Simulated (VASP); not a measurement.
Wanted: the native input for a VASP 6.6.1 run.

```yaml
Task: single point
Functional: PBE
Potentials_or_basis: VASP PAW PBE potentials, release 64 (Zn, O)
Cutoff: 520 eV
k_mesh: 12 × 12 × 6
Occupations: fermi-dirac, width 0.02 eV
Spin: no spin polarisation
Dipole_correction: no
Further_INCAR_settings: ALGO = Normal; EDIFF = 1e-07; NBANDS = 26
```

The structure of ZnO lies in POSCAR:

```
ZnO
1.0
    3.2353408559      0.0000000000      0.0000000000
   -1.6176704279      2.8018873711      0.0000000000
    0.0000000000      0.0000000000      5.2109518619
Zn O
2 2
Direct
    0.3333333333      0.6666666667     -0.0023477509
    0.6666666667      0.3333333333      0.4976522491
    0.3333333333      0.6666666667      0.3773477509
    0.6666666667      0.3333333333      0.8773477509
```

These files were run (other wordings do the same):

INCAR

```
  ALGO = Normal
  EDIFF = 1E-7
  ENCUT = 520
  GGA = PE
  ISIF = 2
  ISMEAR = -1
  LASPH = True
  LCHARG = False
  LREAL = False
  LWAVE = False
  NBANDS = 26
  NELM = 100
  PREC = Accurate
  SIGMA = 0.02
```

KPOINTS

```
k-points
0
Gamma
  12 12 6
```

Potentials or basis: VASP PAW PBE potentials, release 64 (Zn, O).

Launch:

```bash
$ cat potpaw_PBE.64/Zn/POTCAR potpaw_PBE.64/O/POTCAR > POTCAR
$ mpirun -np 1 vasp_std > vasp.out
```

It gave:

```yaml
Pressure: 7.2 GPa
Largest_force: 0.003 eV/Å
Band_gap_on_the_k_mesh: 0.79 eV
```

Caveat: the cell stands under pressure; semilocal functionals underestimate gaps, and a narrow one can read as zero.

Run time: 30 s on 1 thread of Intel(R) Xeon(R) 6975P-C (Granite Rapids) (shared host), peak memory 0.21 GiB.
